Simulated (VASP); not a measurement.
# Si16HC16 (a cell with a defect) in VASP: notebook, part 2 of 2

VASP 6.6.1. Earlier steps stand in the parts before.

## (3) Single point, PBE

File INCAR:

```
PREC = Accurate
ENCUT = 520
EDIFF = 1E-7
ISMEAR = 0
SIGMA = 0.02
LREAL = Auto
LASPH = True
NELM = 80
ALGO = Normal
ISIF = 2
LWAVE = False
LCHARG = False
GGA = PE
NBANDS = 86
NELECT = 128.0
```

File KPOINTS:

```
Automatic mesh
0
Gamma
  2 2 2
  0.5 0.5 0.5
```

File POSCAR:

```
Si16HC16
1.0
   -4.3797259407     -4.3797259407      4.3797259407
    4.3797259407     -4.3797259407     -4.3797259407
    4.3797259407      4.3797259407      4.3797259407
Si C H
16 16 1
Direct
    0.2582206091      0.7481341400      0.2516018159
    0.0007426264      0.7480447508      0.5090269415
    0.5007984586      0.4991885405      0.2516054691
    0.2498289881      0.4980389252      0.5006914884
    0.0007975385      0.4991798641      0.7516077592
    0.7477253244      0.7478964539      0.7478048956
    0.4969700227      0.7478647167     -0.0014619636
   -0.0154672920      0.0085118340      0.2352380067
    0.7485744643      0.2517939512      0.2511475638
    0.5038907753      0.2499891580      0.5021043622
    0.2513011122      0.2500608519      0.7547723407
    0.0003035578      0.2517721462     -0.0006197876
    0.7500613154      0.5024074633      0.0009427531
    0.7524066676     -0.0001175873      0.5024631746
    0.5016190578      0.0000625610      0.7524205954
    0.2516195111     -0.0001174731      0.0032508883
    0.2502806146      0.4977300017      0.2510667368
    0.0002158811      0.4976931273      0.5011048704
    0.5001033237      0.2501947644      0.2522491167
    0.2476029356      0.2429414567      0.4984243374
    0.0014188102      0.2502083498      0.7509456173
    0.7522643071      0.5018001194      0.7536335708
    0.5027827151      0.5018165588      0.0031051030
    1.0160996510      0.7671378405      0.2668684104
    0.7443240842     -0.0006796087      0.2488278981
    0.5032962176     -0.0002454491      0.5026043935
    0.2517839050     -0.0002543538      0.7541413652
   -0.0019670181     -0.0006761839     -0.0049216550
    0.7531537463      0.2548044136      0.0039919164
    0.7503290262      0.7487356616      0.5001099452
    0.4994723482      0.7480371019      0.7503082486
    0.2492838627      0.7487555259      0.0011678813
    0.1495635820     -0.0372114608      0.4004368136
```

Potentials or basis: VASP PAW PBE potentials, release 64 (Si, C, H).

Started as:

```bash
cat potpaw_PBE.64/Si/POTCAR potpaw_PBE.64/C/POTCAR potpaw_PBE.64/H/POTCAR > POTCAR
mpirun -np 1 vasp_std > vasp.out
```

OUTCAR:

```text
PREC = Accurate
   ENCUT = 520
   EDIFF = 1E-7
   ISMEAR = 0
   LREAL = Auto
   LASPH = True
   NELM = 80
   ISIF = 2
   GGA = PE
   NELECT = 128.0

 ion  position               nearest neighbor table
   1  0.258  0.748  0.252-  17 1.88  32 1.88  26 1.89  24 1.93   3 3.04   7 3.05  14 3.06  12 3.08
                             4 3.09   5 3.10  16 3.10  15 3.10  10 3.11  13 3.15
   2  0.001  0.748  0.509-  18 1.88  30 1.88  27 1.89  24 1.93   5 3.04   6 3.05  16 3.06   9 3.07
                             4 3.09   3 3.10  14 3.10  15 3.10  11 3.11  13 3.15
   3  0.501  0.499  0.252-  19 1.89  30 1.89  17 1.90  23 1.90   1 3.04   9 3.07   6 3.07  11 3.08
                            16 3.09  10 3.10  13 3.10   2 3.10   4 3.10  12 3.10  14 3.10   7 3.11
[... 600 lines left out ...]
  external PRESSURE =     -43.5024380 kB  Pullay stress =       0.0000000 kB

 VOLUME and BASIS-vectors are now :
 -----------------------------------------------------------------------------
  energy-cutoff  :      520.00
  volume of cell :      336.05
      direct lattice vectors                 reciprocal lattice vectors
    -4.379725941 -4.379725941  4.379725941     0.000000000 -0.114162394  0.114162394
     4.379725941 -4.379725941 -4.379725941     0.114162394 -0.114162394  0.000000000
     4.379725941  4.379725941  4.379725941     0.114162394  0.000000000  0.114162394

 POSITION                                       TOTAL-FORCE (eV/Angst)
 -----------------------------------------------------------------------------------
      3.24763     -3.30561     -1.04374        -0.095045     -0.065233      0.092130
      5.50238     -1.05008     -1.04358         0.077112      0.082019      0.088486
      1.09491     -3.27771      1.10901         0.007884      0.002952     -0.014084
      3.27998     -1.08257      1.10580         0.039797     -0.051979      0.025227
      5.47461      1.10207      1.10906         0.009511      0.000947     -0.014658
      3.27593     -3.27523      3.27443         0.031402     -0.007741      0.016890
[... 25 lines left out ...]
      2.19266     -4.36602     -2.18243         0.000131     -0.016413     -0.005870
      5.31551     -3.11799     -1.80790        -0.987364      0.992247      0.090497
 -----------------------------------------------------------------------------------
    total drift:                               -0.039667     -0.023925     -0.056515

  FREE ENERGIE OF THE ION-ELECTRON SYSTEM (eV)
  ---------------------------------------------------
  free  energy   TOTEN  =      -251.2624009318 eV

  energy  without entropy=     -251.2624009318  energy(sigma->0) =     -251.26240093
```

stdout:

```text
POSCAR found type information on POSCAR SiC H
 POSCAR found :  3 types and      33 ions
 scaLAPACK will be used
 LDA part: xc-table for (Slater+PW92), standard interpolation
 POSCAR, INCAR and KPOINTS ok, starting setup
 FFT: planning ... GRIDC
 FFT: planning ... GRID_SOFT
 FFT: planning ... GRID
 WAVECAR not read
 entering main loop
 the old and the new charge density differ
 old charge density:   129.00000 new  128.00000
    0.345E+01
```

It took 2.1 min on 1 thread of Intel Xeon 6975P-C (Granite Rapids), shared host; peak memory 0.42 GiB.

What came out:

```
Free energy   : -251.2624 eV
Largest force : 1.403 eV/Å
```

Forces on the atoms (eV/Å):
```
Si  -0.095 -0.065  0.092
Si   0.077  0.082  0.088
Si   0.008  0.003 -0.014
Si   0.040 -0.052  0.025
Si   0.010  0.001 -0.015
Si   0.031 -0.008  0.017
Si   0.019 -0.041  0.016
Si   0.273 -0.252  0.034
Si   0.015  0.003  0.024
Si   0.074  0.057 -0.072
Si  -0.070 -0.063 -0.072
Si   0.009 -0.024  0.024
Si   0.003 -0.016 -0.071
Si   0.011 -0.022 -0.024
Si   0.033 -0.023 -0.022
Si   0.015 -0.019 -0.020
C    0.006 -0.032 -0.015
C    0.030 -0.010 -0.015
C    0.006 -0.008  0.007
C    0.223 -0.223 -0.188
C    0.006 -0.010  0.021
C    0.009 -0.012 -0.006
C    0.008 -0.015 -0.002
C    0.096 -0.075  0.131
C   -0.008 -0.014  0.014
C    0.025 -0.008 -0.023
C    0.003 -0.026 -0.027
C    0.013  0.008  0.009
C    0.048 -0.050  0.004
C    0.008  0.003  0.003
C    0.064 -0.064 -0.009
C    0.000 -0.016 -0.006
H   -0.987  0.992  0.090
```

Levels at points of the mesh, in eV from the Fermi level:
```csv
k point,band 60,band 61,band 62,band 63,band 64,band 65,band 66,band 67,band 68,band 69
"(0.25, 0.25, 0.25)",-0.17,-0.15,-0.15,-0.13,-0.13,3.27,3.84,4.02,4.12,4.12
```

Caveat: the cell carries a net charge on a neutralising background, which shifts energy and pressure; the cell is charged against a uniform background, so pressure and absolute levels hang on convention.

## (4) Single point, PBE

File INCAR:

```
SYSTEM = Si16HC16
PREC = Accurate
ENCUT = 520
EDIFF = 1E-6
ISMEAR = 0
SIGMA = 0.02
LREAL = Auto
LASPH = .True.
NELM = 100
ALGO = Normal
ISIF = 2
LWAVE = .False.
LCHARG = .False.
GGA = PE
NELECT = 128.0
NBANDS = 86
```

KPOINTS is that of step 3.

File POSCAR:

```
Si16HC16
1.0
   -4.3797259407     -4.3797259407      4.3797259407
    4.3797259407     -4.3797259407     -4.3797259407
    4.3797259407      4.3797259407      4.3797259407
Si C H
16 16 1
Direct
    0.2592085704      0.7457846779      0.2494240541
   -0.0014898192      0.7451659177      0.5100032583
    0.5009612541      0.4988384044      0.2510598871
    0.2513561385      0.5014982740      0.5020912335
    0.0003510494      0.4988709407      0.7518604005
    0.7480702090      0.7491066894      0.7490976706
    0.4983737635      0.7491037212     -0.0012227934
   -0.0088869716      0.0148209045      0.2413788019
    0.7488433168      0.2517141517      0.2512464284
    0.5016914368      0.2504115588      0.5011950587
    0.2503954619      0.2505443297      0.7524826997
    0.0005307410      0.2518724950     -0.0004002534
    0.7479156332      0.5011274746     -0.0010122780
    0.7520048160      0.0005769767      0.5023896540
    0.5017326494      0.0014092206      0.7523821227
    0.2516840129      0.0005805158      0.0027219740
    0.2511979094      0.4975410630      0.2508347588
    0.0000468066      0.4972746079      0.5019612025
    0.5003520836      0.2501462454      0.2517643832
    0.2486535721      0.2486679566      0.4993351250
    0.0009865914      0.2501642831      0.7510910602
    0.7516591322      0.5019639424      0.7531390193
    0.5021025356      0.5018930476      0.0023632757
    1.0111604150      0.7554828875      0.2614468383
    0.7461730584     -0.0003037861      0.2494436900
    0.5015453089     -0.0001044586      0.5014298908
    0.2506199052     -0.0002335763      0.7521149827
   -0.0012013309     -0.0001983001     -0.0033983862
    0.7532385690      0.2555382495      0.0040192013
    0.7496388003      0.7491089727      0.5003540244
    0.5005441047      0.7508677585      0.7512504309
    0.2497290960      0.7492163995      0.0003588124
    0.1369618803     -0.0714546993      0.3912042724
```

Started as:

```bash
cat potpaw_PBE.64/Si/POTCAR potpaw_PBE.64/C/POTCAR potpaw_PBE.64/H/POTCAR > POTCAR
mpirun -np 1 vasp_std > vasp.out
```

Run time: 1.8 min. Hardware: 1 thread of Intel Xeon 6975P-C (Granite Rapids), shared host; peak memory 0.42 GiB.

The run converged. Its results:

| Quantity | Value |
| --- | --- |
| Free energy | -251.4932 eV |
| Largest force | 0.187 eV/Å |

Forces in eV/Å, atoms in the order of the input:
```
Si  -0.054 -0.031  0.039
Si   0.036  0.035  0.029
Si   0.019 -0.008 -0.020
Si  -0.001 -0.013 -0.021
Si   0.017 -0.015 -0.021
Si  -0.001 -0.014  0.016
Si   0.023 -0.009  0.015
Si   0.061 -0.037  0.020
Si  -0.018 -0.010  0.023
Si   0.029  0.004 -0.008
Si  -0.029 -0.019 -0.010
Si   0.019  0.004  0.024
Si  -0.022  0.002 -0.013
Si  -0.011 -0.003 -0.028
Si   0.024 -0.015 -0.025
Si  -0.014 -0.006 -0.028
C    0.003 -0.014 -0.005
C    0.009 -0.003 -0.004
C    0.013  0.002  0.007
C    0.027 -0.016 -0.022
C    0.003 -0.005  0.009
C   -0.005 -0.008 -0.023
C    0.005 -0.002 -0.015
C   -0.068  0.109 -0.046
C   -0.005 -0.022  0.018
C    0.005  0.003 -0.010
C   -0.004 -0.007 -0.021
C    0.020 -0.002  0.011
C   -0.006  0.005 -0.005
C    0.011  0.009  0.003
C    0.028 -0.021  0.005
C   -0.004 -0.005  0.004
H   -0.112  0.111  0.100
```

Levels at points of the mesh, in eV from the Fermi level:
```
           k point  band 60  band 61  band 62  band 63  band 64  band 65  band 66  band 67  band 68  band 69
(0.25, 0.25, 0.25)    -0.18    -0.16    -0.15    -0.13    -0.13     3.45     3.84     4.06     4.10     4.11
```

Caveat: the cell carries a net charge on a neutralising background, which shifts energy and pressure; the cell is charged against a uniform background, so pressure and absolute levels hang on convention.

## (5) Single point, PBE

File INCAR:

```
SYSTEM = Si16HC16
  PREC = Accurate
  ENCUT = 520
  EDIFF = 1E-6
  ISMEAR = 0
  SIGMA = 0.02
  LREAL = Auto
  LASPH = .TRUE.
  NELM = 80
  ALGO = Normal
  ISIF = 2
  LWAVE = .FALSE.
  LCHARG = .TRUE.
  GGA = PE
  LELF = .TRUE.
  LVHAR = .TRUE.
  NBANDS = 86
  NELECT = 128.0
```

KPOINTS is that of step 4.

File POSCAR:

```
Si16HC16
1.0
   -4.3797259407     -4.3797259407      4.3797259407
    4.3797259407     -4.3797259407     -4.3797259407
    4.3797259407      4.3797259407      4.3797259407
Si C H
16 16 1
Direct
    0.2588647133      0.7466477456      0.2466638357
   -0.0052168789      0.7425127837      0.5108006826
    0.4996229284      0.4984526497      0.2498273898
    0.2512370671      0.5014479284      0.5008601062
    0.0001825457      0.4989174048      0.7513739546
    0.7484728598      0.7498743174      0.7498373287
    0.4996094572      0.7498278533     -0.0015558051
   -0.0052485019      0.0108410893      0.2424982783
    0.7484786821      0.2498574146      0.2498751097
    0.5011116060      0.2507386341      0.5006753915
    0.2497188214      0.2507842990      0.7507872740
    0.0001833448      0.2513795418     -0.0010871685
    0.7459731600      0.4982232974     -0.0017997701
    0.7515225940      0.0007986801      0.5008007418
    0.5011097794      0.0006903400      0.7507394400
    0.2512402636      0.0008600995      0.0014406153
    0.2503408923      0.4983414555      0.2495922153
   -0.0006985597      0.4964500130      0.5005312044
    0.5003323335      0.2502261591      0.2509023429
    0.2490856768      0.2495217771      0.4988316688
    0.0004507131      0.2501183898      0.7501163416
    0.7519769603      0.5024211628      0.7536957893
    0.5013286287      0.5014347997      0.0014265733
    1.0093429497      0.7566168625      0.2566608083
    0.7480149544     -0.0004627002      0.2488523288
    0.5008073632     -0.0001185006      0.4998780813
    0.2490912707     -0.0011601183      0.7495262362
   -0.0007010713      0.0005277727     -0.0035515921
    0.7519850659      0.2537179301      0.0024205852
    0.7480278548      0.7488551897      0.4995325118
    0.5003331326      0.7509117110      0.7502251384
    0.2503332434      0.7495941628     -0.0016466784
    0.1359851068     -0.0883555285      0.4114281406
```

Started as:

```bash
cat potpaw_PBE.64/Si/POTCAR potpaw_PBE.64/C/POTCAR potpaw_PBE.64/H/POTCAR > POTCAR
mpirun -np 1 vasp_std > vasp.out
```

Wall time 2 min (1 thread of Intel Xeon 6975P-C (Granite Rapids), shared host); peak memory 0.42 GiB.

It converged, with:

```
Free energy   : -251.5042 eV
Largest force : 0.047 eV/Å
```

Forces on the atoms (eV/Å):
```
Si  -0.001 -0.003  0.002
Si   0.003  0.000  0.001
Si   0.001 -0.001  0.000
Si   0.001  0.001  0.001
Si   0.000 -0.003 -0.003
Si   0.000 -0.001  0.001
Si   0.001  0.000  0.002
Si   0.002  0.000 -0.001
Si   0.000 -0.001  0.001
Si   0.002 -0.001  0.001
Si   0.001  0.000  0.000
Si   0.000  0.003  0.003
Si   0.006 -0.008  0.008
Si   0.000 -0.001  0.001
Si   0.002 -0.001  0.001
Si   0.001 -0.001 -0.001
C   -0.007  0.003  0.004
C    0.005 -0.008 -0.008
C    0.005  0.001  0.007
C   -0.003 -0.001 -0.008
C   -0.001 -0.004  0.004
C   -0.012 -0.001 -0.011
C    0.014 -0.006  0.006
C   -0.033  0.023 -0.023
C    0.002  0.005 -0.009
C   -0.005 -0.006  0.007
C   -0.003  0.008  0.001
C    0.005  0.008  0.007
C   -0.011  0.011  0.001
C    0.002  0.009 -0.005
C    0.005 -0.007 -0.002
C   -0.008 -0.005 -0.003
H    0.026 -0.016  0.016
```

Levels at points of the mesh, in eV from the Fermi level:
| k point | band 61 | band 62 | band 63 | band 64 | band 65 | band 66 | band 67 | band 68 |
| --- | --- | --- | --- | --- | --- | --- | --- | --- |
| (0.25, 0.25, 0.25) | -0.18 | -0.17 | -0.15 | -0.14 | 3.37 | 3.92 | 4.01 | 4.08 |

Caveat: the cell carries a net charge on a neutralising background, which shifts energy and pressure; the cell is charged against a uniform background, so pressure and absolute levels hang on convention.
